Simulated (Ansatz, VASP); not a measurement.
**Ti in VASP and in Ansatz**

```
Ti
1.0
     3.28200    0.00000    0.00000
     0.00000    3.28200    0.00000
     0.00000    0.00000   24.84600
Ti
7
Direct
  0.50000 0.50000 0.30186
  0.00000 0.00000 0.36791
  0.50000 0.50000 0.43395
  0.00000 0.00000 0.50000
  0.50000 0.50000 0.56605
  0.00000 0.00000 0.63209
  0.50000 0.50000 0.69814
```

Alike in both runs: functional PBE; k mesh 8 × 8 × 1; occupations fermi-dirac, width 0.05 eV; no spin polarisation.

|  | VASP | Ansatz |
| --- | --- | --- |
| version | VASP 6.6.1 | Ansatz 0.2.0 |
| potentials or method | VASP PAW PBE potentials, release 64 (Ti_sv) | Ansatz PAW |
| plane-wave cutoff (eV) | 520 | 420 |
| valence electrons in the cell | 84 | 84 |
| task | single point | electrostatic potential |

Ansatz gave:

```
gap on the k mesh at the Fermi level (eV) : none
rms of the force components (eV/Å)        : 0.222
```

Problem. Estimate VASP's values.

Solution. gap on the k mesh at the Fermi level (eV): none; rms of the force components (eV/Å): 0.224.

Atom by atom the forces differ by 0.003 eV/Å (rms over components). A gap of «none» marks a metal or a gap that the smearing closes. With one functional, cell and mesh, what is left measures potentials, basis and numerics.
